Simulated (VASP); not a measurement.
A run of VASP 6.6.1 is set up as follows.

Contents of INCAR:

```
SYSTEM = Rb
ALGO     = Fast           ! electronic algorithm
EDIFF    = 1E-7           ! SCF threshold, eV
ENCUT    = 520            ! plane-wave cutoff, eV
GGA      = PE             ! functional
ISIF     = 2              ! what is computed and relaxed
ISMEAR   = 0              ! smearing method
LASPH    = .TRUE.         ! aspherical terms in the spheres
LCHARG   = .FALSE.        ! write CHGCAR
LREAL    = .FALSE.        ! projectors in reciprocal space
LWAVE    = .FALSE.        ! write WAVECAR
NBANDS   = 10             ! bands
NELM     = 100            ! most SCF steps
PREC     = Accurate       ! precision mode
SIGMA    = 0.15           ! smearing width, eV
```

KPOINTS

```
k-points
0
G
  12 12 12
  0 0 0
```

Contents of POSCAR:

```
Rb
1.0
   -2.8901800000      2.8901800000      2.7218200000
    2.8901800000     -2.8901800000      2.7218200000
    2.8901800000      2.8901800000     -2.7218200000
Rb
1
Direct
    0.0000000000      0.0000000000      0.0000000000
```

Potentials or basis: VASP PAW PBE potentials, release 64 (Rb_sv).

Run with:

```sh
$ cat potpaw_PBE.64/Rb_sv/POTCAR > POTCAR
$ mpirun -np 1 vasp_std > vasp.out
```

(1) Estimate the pressure.

Answers

(1) 0.0 GPa.

Caveat: the cell differs from its parent crystal (strain +0.030 along x and y, -0.030 along z).
